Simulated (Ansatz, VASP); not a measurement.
**Two plane-wave programs on SnBr4Cl**

Contents of INCAR:

```
  PREC = Accurate
  ENCUT = 520
  EDIFF = 1E-6
  ISMEAR = 0
  SIGMA = 0.1
  LREAL = F
  LASPH = T
  NELM = 60
  ALGO = Normal
  ISIF = 2
  LWAVE = F
  LCHARG = F
  GGA = PE
  NBANDS = 34
```

The input KPOINTS:

```
regular mesh
0
Gamma
  4 4 4
```

Contents of POSCAR:

```
SnBr4Cl
1.0
    5.0201247100      0.0000000000      0.0000000000
    0.0000000000      5.0201247100      0.0000000000
    0.0000000000      0.0000000000      7.2464270200
Sn Br Cl
1 4 1
Direct
    0.5000000000      0.5000000000      0.0000000000
    0.5000000000      0.0000000000      0.2657380100
    0.5000000000      0.0000000000      0.7342619900
    0.0000000000      0.5000000000      0.7342619900
    0.0000000000      0.5000000000      0.2657380100
    0.0000000000      0.0000000000      0.5000000000
```

Input for Ansatz:

```yaml
crystal:
  lattice:
    - [5.02012471, 0.0, 0.0]
    - [0.0, 5.02012471, 0.0]
    - [0.0, 0.0, 7.24642702]
  atoms:
    - { symbol: Sn, position: [0.5, 0.5, 0.0] }
    - { symbol: Br, position: [0.5, 0.0, 0.26573801] }
    - { symbol: Br, position: [0.5, 0.0, 0.73426199] }
    - { symbol: Br, position: [0.0, 0.5, 0.73426199] }
    - { symbol: Br, position: [0.0, 0.5, 0.26573801] }
    - { symbol: Cl, position: [0.0, 0.0, 0.5] }
basis:
  ecutwfc: 420
kpoints:
  mp_grid: { grid: [4, 4, 4] }
hamiltonian:
  xc: pbe
scf:
  occupations: { method: gaussian, width: 0.1 }
  lower_state_search: "off"
output:
  forces: true
  stress: true
  eigenvalues: true
```

Change from the starting cell: species swapped into the CaSnF4 type (P4/mmm, No. 123).

Alike in both runs: task single point; functional PBE; k mesh 4 × 4 × 4; occupations gaussian, width 0.1 eV; no spin polarisation.

|  | VASP | Ansatz |
| --- | --- | --- |
| version | VASP 6.6.1 | Ansatz 0.2.0 |
| potentials or method | VASP PAW PBE potentials, release 64 (Sn_d, Br, Cl), cutoff 520 eV | scalar-relativistic, plane waves, PAW |
| valence electrons in the cell | 49 | 49 |

|  | VASP | Ansatz | Ansatz less VASP |
| --- | --- | --- | --- |
| gap on the k mesh at the Fermi level (eV) | none | none | - |
| pressure (GPa) | 0.9 | 0.9 | +0.02 |
| traceless stress, the component that is largest in VASP (GPa) | -0.76 | -0.76 | 0.000 |
| rms of the force components (eV/Å) | 0.186 | 0.186 | 0.0000 |

Atom by atom the forces differ by 0.000 eV/Å (rms over components). A gap of «none» marks a metal or a gap that the smearing closes. The functional is the same, so the differences come from potentials, cutoffs and numerics.
